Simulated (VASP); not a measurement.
# Co (Fddd) in VASP: notebook, part 2 of 2

VASP 6.6.1. The steps go on from the part before.

## Step 3: Single point, BLYP (12.83 Å³/atom)

This run uses another cell than the first one, of 12.83 Å³/atom.

File INCAR:

```
SYSTEM = Co
PREC = Accurate ; ENCUT = 520
EDIFF = 1E-6 ; ISMEAR = -1
SIGMA = 0.1 ; LREAL = .FALSE.
LASPH = .TRUE. ; NELM = 60
ALGO = Normal ; ISIF = 2
LWAVE = .FALSE. ; LCHARG = .FALSE.
GGA = B5 ; ALDAX = 1.0
AGGAX = 1.0 ; AGGAC = 1.0
ALDAC = 0.0 ; NBANDS = 16
```

File KPOINTS:

```
Automatic mesh
0
G
  16 16 11
  0 0 0
```

File POSCAR:

```
Co
1.0
   -2.2420559190      2.2420737525      1.2759921885
    2.2420737525     -2.2420559190      1.2759921885
    2.2429990139      2.2429990139     -1.2759595264
Co
2
Direct
    0.0000023959      0.9999976041      1.0000000000
    0.7499976041      0.2500023959      0.5000000000
```

Potentials or basis: VASP PAW PBE potentials, release 64 (Co).

Launch:

```sh
cat potpaw_PBE.64/Co/POTCAR > POTCAR
mpirun -np 1 vasp_std > vasp.out
```

OUTCAR:

```text
SYSTEM = Co
   PREC = Accurate
   ENCUT = 520
   EDIFF = 1E-6
   ISMEAR = -1
   LREAL = .FALSE.
   LASPH = .TRUE.
   NELM = 60
   ISIF = 2
   GGA = B5

 ion  position               nearest neighbor table
   1  0.000  1.000  0.000-   2 2.33   2 2.33   2 2.33   2 2.33   2 2.95   2 2.95   2 2.95   2 2.95

   2  0.750  0.250  0.500-   1 2.33   1 2.33   1 2.33   1 2.33   1 2.95   1 2.95   1 2.95   1 2.95

  LATTYP: Found a base centered monoclinic cell.
 ALAT       =     2.5519843771
 B/A-ratio  =     2.4849356656
 C/A-ratio  =     1.3397761762
 COS(beta)  =    -0.3731779428

  Lattice vectors:

 A1 = (  -2.2420559190,   2.2420737525,   1.2759921885)
 A2 = (   2.2420737525,  -2.2420559190,   1.2759921885)
 A3 = (   2.2429990139,   2.2429990139,  -1.2759595264)

Analysis of symmetry for initial positions (statically):
=====================================================================
 Subroutine PRICEL returns:
 Original cell was already a primitive cell.

 Routine SETGRP: Setting up the symmetry group for a
 base centered monoclinic supercell.

[... 166 lines left out ...]
  energy without entropy =      -10.70845729  energy(sigma->0) =      -10.79857189

 E-fermi :   8.3573     XC(G=0): -11.7930

 val. band max:        8.3571523792   @ k =   0.2500   0.1250   0.1818
 cond. band min:       8.3574132563   @ k =  -0.2500   0.2500   0.3636
 fundamental gap:      0.0002608771
 Fermi energy:         8.3572721680

 k-point     1 :       0.0000    0.0000    0.0000
  band No.  band energies     occupation
      1       0.7920      2.00000
      2       4.6854      2.00000
      3       5.5199      2.00000
      4       6.0478      2.00000
      5       6.4588      2.00000
      6       7.8198      1.99078
[... 433 lines left out ...]
      3       5.5345      2.00000
      4       6.0303      2.00000
      5       6.4368      2.00000
      6       7.8115      1.99151
[... 8 lines left out ...]
     15      22.1828      0.00000
     16      29.4796      0.00000

 [... further k-points ...]

------------------------ aborting loop because EDIFF is reached ----------------------------------------

  FORCE on cell =-STRESS in cart. coord.  units (eV):
  Direction    XX          YY          ZZ          XY          YZ          ZX
  --------------------------------------------------------------------------------------
  -------------------------------------------------------------------------------------
  Total       -1.8983370     -1.8983370     -1.7194183      0.0000138      0.0000161      0.0000161
  in kB     -118.4941527   -118.4941527   -107.3260517      0.0008583      0.0010072      0.0010075
  external PRESSURE =    -114.7714524 kB  Pullay stress =       0.0000000 kB

 VOLUME and BASIS-vectors are now :
 -----------------------------------------------------------------------------
  energy-cutoff  :      520.00
  volume of cell :       25.67
      direct lattice vectors                 reciprocal lattice vectors
    -2.242055919  2.242073753  1.275992189    -0.000049736  0.222958980  0.391850371
     2.242073753 -2.242055919  1.275992189     0.222958980 -0.000049736  0.391850371
     2.242999014  2.242999014 -1.275959526     0.222914950  0.222914950 -0.000003116

 POSITION                                       TOTAL-FORCE (eV/Angst)
 -----------------------------------------------------------------------------------
      2.24206     -2.24205      1.27599        -0.000042      0.000042      0.000000
      0.00049      2.24253      0.63801         0.000042     -0.000042     -0.000000
 -----------------------------------------------------------------------------------
    total drift:                               -0.000000     -0.000000      0.000000

  FREE ENERGIE OF THE ION-ELECTRON SYSTEM (eV)
  ---------------------------------------------------
  free  energy   TOTEN  =       -10.8886864876 eV

  energy  without entropy=      -10.7084572869  energy(sigma->0) =      -10.79857189
```

It took 7.5 min on 1 thread of Intel Xeon 8259CL, shared host; peak memory 0.38 GiB.

Results:

```
Free energy            : -10.8887 eV
Pressure               : -11.5 GPa
Band gap on the k mesh : zero (bands 9 and 10 overlap by 1.07 eV)
```

Levels at points of the mesh, in eV from the Fermi level:
```csv
k point,band 5,band 6,band 7,band 8,band 9,band 10,band 11,band 12,band 13,band 14
"(0.00, 0.00, 0.00)",-1.90,-0.54,-0.54,-0.48,-0.48,0.46,0.98,6.74,6.76,12.93
"(0.50, 0.00, 0.00)",-1.22,-1.05,-0.83,-0.29,0.23,0.31,1.64,4.38,7.67,8.20
"(0.50, 0.50, 0.00)",-1.82,-1.82,-0.72,-0.72,0.00,0.00,0.30,0.30,12.64,12.64
```

Caveat: the cell stands under tension; the PAW data sets were made with another functional, which shifts forces and pressure a little; the run has no spin polarisation, though such a crystal can be magnetic. Spin polarisation is off, so any magnetic state and its effect on volume and gap are missing.

## Step 4: Single point, BLYP (13.31 Å³/atom)

This run uses another cell than the first one, of 13.31 Å³/atom.

File INCAR:

```
PREC = Accurate
ENCUT = 520
EDIFF = 1E-6
ISMEAR = -1
SIGMA = 0.1
LREAL = F
LASPH = T
NELM = 60
ALGO = Normal
ISIF = 2
LWAVE = F
LCHARG = F
GGA = B5
ALDAX = 1.0
AGGAX = 1.0
AGGAC = 1.0
ALDAC = 0.0
NBANDS = 16
```

File KPOINTS:

```
regular mesh
0
Gamma
  16 16 11
```

File POSCAR:

```
Co
1.0
   -2.2694007593      2.2694188103      1.2915546026
    2.2694188103     -2.2694007593      1.2915546026
    2.2703553565      2.2703553565     -1.2915215422
Co
2
Direct
    0.0000023959      0.9999976041      1.0000000000
    0.7499976041      0.2500023959      0.5000000000
```

Launch:

```sh
cat potpaw_PBE.64/Co/POTCAR > POTCAR
mpirun -np 1 vasp_std > vasp.out
```

It took 8.2 min on 1 thread of Intel Xeon 8259CL, shared host; peak memory 0.39 GiB.

The run converged. Its results:

```yaml
Free_energy: -10.8088 eV
Pressure: -15.4 GPa
Band_gap_on_the_k_mesh: zero (bands 9 and 10 overlap by 1.02 eV)
```

Stress tensor (GPa, compression positive):
```
-15.86   0.00   0.00
  0.00 -15.86   0.00
  0.00   0.00 -14.33
```

Levels at points of the mesh, in eV from the Fermi level:
```tsv
k point	band 6	band 7	band 8	band 9	band 10	band 11	band 12	band 13
(0.00, 0.00, 0.00)	-0.51	-0.51	-0.46	-0.46	0.43	0.93	6.59	6.61
(0.50, 0.00, 0.00)	-1.00	-0.78	-0.27	0.22	0.30	1.59	4.19	7.47
(0.50, 0.50, 0.00)	-1.73	-0.69	-0.69	0.00	0.00	0.28	0.28	12.32
```

Caveat: the cell stands under tension; the PAW data sets were made with another functional, which shifts forces and pressure a little; the run has no spin polarisation, though such a crystal can be magnetic. Spin polarisation is off, so any magnetic state and its effect on volume and gap are missing.

## Step 5: Summary

| cell | gap on the mesh (eV) | pressure (GPa) |
| --- | --- | --- |
| a = 3.375, b = 3.375, c = 3.376 Å, angles 98.0, 98.0, 136.2°, 2 atoms | none | -6.5 |
| a = 3.418, b = 3.418, c = 3.419 Å, angles 98.0, 98.0, 136.2°, 2 atoms | none | -11.5 |
| a = 3.460, b = 3.460, c = 3.461 Å, angles 98.0, 98.0, 136.2°, 2 atoms | none | -15.4 |

Alike in all rows: task single point; level BLYP; potentials or basis VASP PAW PBE potentials, release 64 (Co); no spin polarisation; k mesh 16 × 16 × 11; cutoff (eV) 520; smearing fermi-dirac 0.1 eV.

Caveats: the cell stands under tension; the PAW data sets were made with another functional, which shifts forces and pressure a little; the run has no spin polarisation, though such a crystal can be magnetic.

Total energies depend on the potentials used, so only differences within one code and one set of settings carry meaning.
